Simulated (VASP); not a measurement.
# Cu (I4/mmm) in VASP: notebook

Cu is run at these levels: PBEsol; tasks: single point.

Everything below comes from runs of VASP 6.6.1. Logs are shortened: lines on timing, memory, paths and dates and some standing lists are left out, and cuts for length are marked.

## Step 1: The cell of the first run

It takes space group I4/mmm (No. 139, tetragonal). The conventional cell has a = 2.556 Å, b = 2.556 Å, c = 3.470 Å, α = 90.00°, β = 90.00°, γ = 90.00°. Cu (site symmetry 4/mmm) has 12 Cu at 2.51 to 2.56 Å within 3.3 Å.

## Step 2: Single point, PBEsol (strain -0.0400 x Voigt [1, 0, 0, 0, 0, 0])

Input file INCAR:

```
PREC     = Accurate       # precision mode
ENCUT    = 520            # plane-wave cutoff, eV
EDIFF    = 1E-6           # SCF threshold, eV
ISMEAR   = 0              # smearing method
SIGMA    = 0.15           # smearing width, eV
LREAL    = F              # projectors in reciprocal space
LASPH    = T              # aspherical terms in the spheres
NELM     = 100            # most SCF steps
ALGO     = Normal         # electronic algorithm
ISIF     = 2              # what is computed and relaxed
LWAVE    = F              # write WAVECAR
LCHARG   = F              # write CHGCAR
GGA      = PS             # functional
NBANDS   = 12             # bands
```

Input file KPOINTS:

```
Automatic mesh
0
Gamma
  22 22 22
```

Input file POSCAR:

```
Cu
1.0
    0.0000000000      1.8075000000      1.8075000000
    1.7352000000      0.0000000000      1.8075000000
    1.7352000000      1.8075000000      0.0000000000
Cu
1
Direct
    0.0000000000      0.0000000000      0.0000000000
```

Potentials or basis: VASP PAW PBE potentials, release 64 (Cu).

Command:

```bash
$ cat potpaw_PBE.64/Cu/POTCAR > POTCAR
$ mpirun -np 1 vasp_std > vasp.out
```

OUTCAR:

```text
PREC = Accurate
   ENCUT = 520
   EDIFF = 1E-6
   ISMEAR = 0
   LREAL = F
   LASPH = T
   NELM = 100
   ISIF = 2
   GGA = PS

 ion  position               nearest neighbor table
   1  0.000  0.000  0.000-

  LATTYP: Found a body centered tetragonal cell.
 ALAT       =     2.5561910140
 C/A-ratio  =     1.3576450199

  Lattice vectors:

 A1 = (  -1.7352000000,   0.0000000000,  -1.8075000000)
 A2 = (  -1.7352000000,   0.0000000000,   1.8075000000)
 A3 = (   1.7352000000,   1.8075000000,   0.0000000000)

Analysis of symmetry for initial positions (statically):
=====================================================================
 Subroutine PRICEL returns:
 Original cell was already a primitive cell.

 Routine SETGRP: Setting up the symmetry group for a
 body centered tetragonal supercell.

 Subroutine GETGRP returns: Found 16 space group operations
 (whereof 16 operations were pure point group operations)
 out of a pool of 16 trial point group operations.

The static configuration has the point symmetry D_4h.

Analysis of symmetry for dynamics (positions and initial velocities):
=====================================================================
 Subroutine PRICEL returns:
 Original cell was already a primitive cell.

 Routine SETGRP: Setting up the symmetry group for a
 body centered tetragonal supercell.

 Subroutine GETGRP returns: Found 16 space group operations
 (whereof 16 operations were pure point group operations)
 out of a pool of 16 trial point group operations.

The dynamic configuration has the point symmetry D_4h.

 Subroutine INISYM returns: Found 16 space group operations
 (whereof 16 operations are pure point group operations),
 and found     1 'primitive' translations

----------------------------------------------------------------------------------------

                                     Primitive cell

  volume of cell :      11.3380

  direct lattice vectors                    reciprocal lattice vectors
     0.000000000  1.807500000  1.807500000    -0.288151222  0.276625173  0.276625173
     1.735200000  0.000000000  1.807500000     0.288151222 -0.276625173  0.276625173
     1.735200000  1.807500000  0.000000000     0.288151222  0.276625173 -0.276625173

  length of vectors
     2.556191014  2.505588811  2.505588811     0.485874571  0.485874571  0.485874571

  position of ions in fractional coordinates (direct lattice)
     0.000000000  0.000000000  0.000000000

  ion indices of the primitive-cell ions
   primitive index   ion index
                 1           1

----------------------------------------------------------------------------------------

 KPOINTS: Automatic mesh

Automatic generation of k-mesh.
 Grid dimensions read from file:
 generate k-points for:   22   22   22

 Generating k-lattice:

  Cartesian coordinates                     Fractional coordinates (reciprocal lattice)
    -0.013097783  0.012573871  0.012573871     0.045454545 -0.000000000 -0.000000000
     0.013097783 -0.012573871  0.012573871     0.000000000  0.045454545  0.000000000
     0.013097783  0.012573871 -0.012573871     0.000000000  0.000000000  0.045454545

  Length of vectors
     0.022085208  0.022085208  0.022085208

  Shift w.r.t. Gamma in fractional coordinates (k-lattice)
     0.000000000  0.000000000  0.000000000

 Subroutine IBZKPT returns following result:
 ===========================================

 Found    834 irreducible k-points:

 Following reciprocal coordinates:
            Coordinates               Weight
  0.000000  0.000000  0.000000      1.000000
  0.045455 -0.000000 -0.000000      8.000000
  0.090909 -0.000000 -0.000000      8.000000
  0.136364 -0.000000 -0.000000      8.000000
  0.181818 -0.000000 -0.000000      8.000000
  0.227273 -0.000000 -0.000000      8.000000
[... 16 lines left out ...]
  0.500000  0.045455  0.000000     16.000000
 -0.454545  0.045455  0.000000     16.000000
 [... further k-points ...]
   k-points           NKPTS =    834   k-points in BZ     NKDIM =    834   number of bands    NBANDS=     12
   number of dos      NEDOS =    301   number of ions     NIONS =      1
   total plane-waves  NPLWV =   8000
   dimension x,y,z NGX =    20 NGY =   20 NGZ =   20
   dimension x,y,z NGXF=    40 NGYF=   40 NGZF=   40
   ions per type =               1
   NGX,Y,Z   is equivalent  to a cutoff of  13.01, 13.27, 13.27 a.u.
   NGXF,Y,Z  is equivalent  to a cutoff of  26.01, 26.54, 26.54 a.u.
 SYSTEM =  unknown system
   PREC   = accura    normal or accurate (medium, high low for compatibility)
   ISTART =      0    job   : 0-new  1-cont  2-samecut
   ICHARG =      2    charge: 1-file 2-atom 10-const
   ISPIN  =      1    spin polarized calculation?
   LNONCOLLINEAR =      F non collinear calculations
   LSORBIT =      F    spin-orbit coupling
   LASPH  =      T    aspherical Exc in radial PAW
   ENCUT  =  520.0 eV  38.22 Ry    6.18 a.u.   4.75  4.66  4.66*2*pi/ulx,y,z
   NELM   =    100;   NELMIN=  2; NELMDL= -5     # of ELM steps
   EDIFF  = 0.1E-05   stopping-criterion for ELM
   LREAL  =      F    real-space projection
   EDIFFG = 0.1E-04   stopping-criterion for IOM
   NSW    =      0    number of steps for IOM
   IBRION =     -1    ionic relax: 0-MD 1-quasi-New 2-CG
   NFREE  =      0    steps in history (QN), initial steepest desc. (CG)
   ISIF   =      2    stress and relaxation
   ISYM   =      2    0-nonsym 1-usesym 2-fastsym
   POTIM  = 0.5000    time-step for ionic-motion
   TEBEG  =    0.0;   TEEND  =   0.0 temperature during run
   PSTRESS=    0.0 pullay stress
   NELECT =      11.0000    total number of electrons
   NUPDOWN=      -1.0000    fix difference up-down
   EMIN   =  10.00;   EMAX   =-10.00  energy-range for DOS
   EFERMI =   0.00;   METHOD = LEGACY
   ISMEAR =     0;   SIGMA  =   0.15  broadening in eV -4-tet -1-fermi 0-gaus
   EFERMI_NEDOS =   21; number of points for ismear=-14 and -15
   IALGO  =     38    algorithm
   IMIX   =      4    mixing-type and parameters
     AMIX     =   0.40;   BMIX     =  1.00
     AMIX_MAG =   1.60;   BMIX_MAG =  1.00
  volume/ion in A,a.u.               =      11.34        76.51
  Fermi-wavevector in a.u.,A,eV,Ry     =   1.620667  3.062616 35.736521  2.626560
  Thomas-Fermi vector in A             =   2.714568
   LORBIT       =      0    0 simple, 1 ext, 2 COOP (PROOUT), +10 PAW based schemes
   GGA     = PS    functional components
   LHFCALC =     F    Hartree Fock is set to
   AEXX    =    0.0000 exact exchange contribution
   IVDW    =     0    specifies the selected vdW correction
   LEPSILON=     F    determine dielectric tensor
   LRPA    =     F    only Hartree local field effects (RPA)
 non-spin polarized calculation
 Gauss-broadening in eV      SIGMA  =   0.15
  energy-cutoff  :      520.00
  volume of cell :       11.34
 maximum number of plane-waves:       323
   NGX =  9   NGY =  9   NGZ =  9

 number of electron      11.0000006 magnetization

 Free energy of the ion-electron system (eV)
  ---------------------------------------------------
  ext. energy  EPLUGINS =         0.00000000
  ---------------------------------------------------
  free energy    TOTEN  =        -4.30875007 eV

  energy without entropy =       -4.30597392  energy(sigma->0) =       -4.30736199

 E-fermi :   7.9126     XC(G=0): -13.1477

 val. band max:        7.9114849876   @ k =   0.4545   0.3636  -0.0000
 cond. band min:       7.9126464763   @ k =  -0.2273   0.2273   0.2273
 fundamental gap:      0.0011614887
 Fermi energy:         7.9126209267

 k-point     1 :       0.0000    0.0000    0.0000
  band No.  band energies     occupation
      1      -1.7895      2.00000
      2       4.6973      2.00000
      3       4.6973      2.00000
      4       4.8997      2.00000
      5       5.5399      2.00000
      6       5.7446      2.00000
      7      30.8576      0.00000
      8      33.7008      0.00000
      9      33.7008      0.00000
     10      33.9235      0.00000
     11      36.2116      0.00000
     12      36.3419      0.00000

 k-point     2 :       0.0455   -0.0000   -0.0000
  band No.  band energies     occupation
      1      -1.7118      2.00000
      2       4.6915      2.00000
      3       4.7128      2.00000
      4       4.9031      2.00000
      5       5.5354      2.00000
      6       5.7368      2.00000
      7      30.4922      0.00000
      8      32.6099      0.00000
      9      33.4286      0.00000
     10      33.6026      0.00000
     11      36.6163      0.00000
     12      36.7102      0.00000

 k-point     3 :       0.0909   -0.0000   -0.0000
  band No.  band energies     occupation
      1      -1.4804      2.00000
      2       4.6648      2.00000
      3       4.7545      2.00000
      4       4.9228      2.00000
      5       5.5262      2.00000
      6       5.7165      2.00000
      7      28.8746      0.00000
      8      31.7752      0.00000
      9      32.8679      0.00000
     10      33.0967      0.00000
     11      37.4495      0.00000
     12      37.5164      0.00000
[... 286 lines left out ...]
 k-point    23 :       0.5000    0.0455    0.0000
  band No.  band energies     occupation
      1       2.6264      2.00000
      2       4.6077      2.00000
      3       4.8489      2.00000
      4       5.9109      2.00000
      5       6.2332      2.00000
      6       7.1296      2.00000
      7      11.9624      0.00000
      8      28.2961      0.00000
      9      29.3852      0.00000
     10      31.0191      0.00000
     11      33.8740      0.00000
     12      34.8627      0.00000

 k-point    24 :      -0.4545    0.0455    0.0000
  band No.  band energies     occupation
      1       2.6142      2.00000
      2       4.6131      2.00000
      3       4.8521      2.00000
      4       5.8879      2.00000
      5       6.2032      2.00000
      6       7.0494      2.00000
      7      12.1347      0.00000
      8      28.0764      0.00000
      9      29.5028      0.00000
     10      31.3740      0.00000
     11      33.8392      0.00000
     12      34.7971      0.00000

 [... further k-points ...]
[... 5 lines left out ...]
  --------------------------------------------------------------------------------------
  -------------------------------------------------------------------------------------
  Total        0.1374263     -0.0241633     -0.0241633      0.0000000      0.0000000      0.0000000
  in kB       19.4197840     -3.4145328     -3.4145328      0.0000000      0.0000000      0.0000000
  external PRESSURE =       4.1969061 kB  Pullay stress =       0.0000000 kB

 VOLUME and BASIS-vectors are now :
 -----------------------------------------------------------------------------
  energy-cutoff  :      520.00
  volume of cell :       11.34
      direct lattice vectors                 reciprocal lattice vectors
     0.000000000  1.807500000  1.807500000    -0.288151222  0.276625173  0.276625173
     1.735200000  0.000000000  1.807500000     0.288151222 -0.276625173  0.276625173
     1.735200000  1.807500000  0.000000000     0.288151222  0.276625173 -0.276625173

 POSITION                                       TOTAL-FORCE (eV/Angst)
 -----------------------------------------------------------------------------------
      0.00000      0.00000      0.00000         0.000000      0.000000      0.000000
 -----------------------------------------------------------------------------------
    total drift:                                0.000000      0.000000      0.000000

  FREE ENERGIE OF THE ION-ELECTRON SYSTEM (eV)
  ---------------------------------------------------
  free  energy   TOTEN  =        -4.3087500659 eV

  energy  without entropy=       -4.3059739234  energy(sigma->0) =       -4.30736199
```

It took 40 s on 1 thread of Intel Xeon 6975P-C (Granite Rapids), shared host; peak memory 0.22 GiB.

Results:

| Item | Value |
| --- | --- |
| Free energy | -4.3088 eV |
| Pressure | 0.4 GPa |

Stress tensor (GPa, compression positive):
```
 1.94  0.00  0.00
 0.00 -0.34  0.00
 0.00  0.00 -0.34
```

Caveat: the cell differs from its parent crystal (strain -0.0400 x Voigt [1, 0, 0, 0, 0, 0]); the PAW data sets were made with another functional, which shifts forces and pressure a little.

## Step 3: Single point, PBEsol (strain -0.0300 x Voigt [1, 0, 0, 0, 0, 0])

Input file INCAR:

```
ALGO = Normal
EDIFF = 1E-7
ENCUT = 520
GGA = PS
ISIF = 2
ISMEAR = 0
LASPH = T
LCHARG = F
LREAL = F
LWAVE = F
NBANDS = 12
NELM = 60
PREC = Accurate
SIGMA = 0.15
```

Input file KPOINTS:

```
k-points
0
Gamma
  22 22 22
```

Input file POSCAR:

```
Cu
1.0
    0.0000000000      1.8075000000      1.8075000000
    1.7532750000      0.0000000000      1.8075000000
    1.7532750000      1.8075000000      0.0000000000
Cu
1
Direct
    0.0000000000      0.0000000000      0.0000000000
```

Potentials or basis: VASP PAW PBE potentials, release 64 (Cu).

Command:

```bash
$ cat potpaw_PBE.64/Cu/POTCAR > POTCAR
$ mpirun -np 1 vasp_std > vasp.out
```

Run time: 42 s. Hardware: 1 thread of Intel Xeon 6975P-C (Granite Rapids), shared host; peak memory 0.22 GiB.

Results (log left out):

```
Free energy : -4.3095 eV
Pressure    : -1.3 GPa
```

Stress tensor (GPa, compression positive):
```
-0.13  0.00  0.00
 0.00 -1.88  0.00
 0.00  0.00 -1.88
```

Levels at points of the mesh, in eV from the Fermi level:
| k point | band 2 | band 3 | band 4 | band 5 | band 6 | band 7 | band 8 | band 9 | band 10 | band 11 |
| --- | --- | --- | --- | --- | --- | --- | --- | --- | --- | --- |
| (0.00, 0.00, 0.00) | -3.16 | -3.16 | -3.01 | -2.32 | -2.17 | 22.85 | 25.64 | 25.64 | 25.80 | 28.14 |
| (0.50, 0.00, 0.00) | -3.23 | -3.07 | -1.68 | -1.62 | -1.12 | 3.91 | 21.11 | 22.00 | 23.24 | 25.07 |
| (0.50, 0.50, 0.00) | -4.57 | -1.66 | -1.55 | -1.46 | 1.22 | 7.05 | 13.51 | 13.56 | 18.09 | 21.00 |
| (0.00, 0.50, 0.50) | -4.59 | -1.67 | -1.49 | -1.49 | 1.90 | 7.87 | 12.79 | 12.79 | 17.47 | 20.30 |

Caveat: the cell differs from its parent crystal (strain -0.0300 x Voigt [1, 0, 0, 0, 0, 0]); the PAW data sets were made with another functional, which shifts forces and pressure a little.
